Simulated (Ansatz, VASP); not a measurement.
## AlN: VASP beside Ansatz

```
Al N
1.0
     0.00000    2.00521    2.00521
     2.00521    0.00000    2.00521
     2.00521    2.00521    0.00000
Al N
1 1
Direct
  0.50000 0.50000 0.50000
  0.00000 0.00000 0.00000
```

Alike in both runs: task relaxation of cell and atoms; functional LDA; k mesh 8 × 8 × 8; occupations gaussian, width 0.02 eV; no spin polarisation.

|  | VASP | Ansatz |
| --- | --- | --- |
| version | VASP 6.6.1 | Ansatz 0.2.0 |
| potentials or method | VASP PAW LDA potentials, release 64 (Al, N), cutoff 600 eV | scalar-relativistic, plane waves, PAW |
| valence electrons in the cell | 8 | 8 |

VASP gave:

- gap on the k mesh at the Fermi level, each at its own relaxed structure (eV): 4.67
- relaxed volume (Å³/atom): 8.08
- relaxed cell length with the largest relative difference (Å): 2.838

Question: Which values does Ansatz return?

Answer: gap on the k mesh at the Fermi level, each at its own relaxed structure (eV): 4.71; relaxed volume (Å³/atom): 8.07; relaxed cell length with the largest relative difference (Å): 2.836.

LDA's correlation is that of Perdew and Zunger in VASP and of Perdew and Wang (1992) in Ansatz.
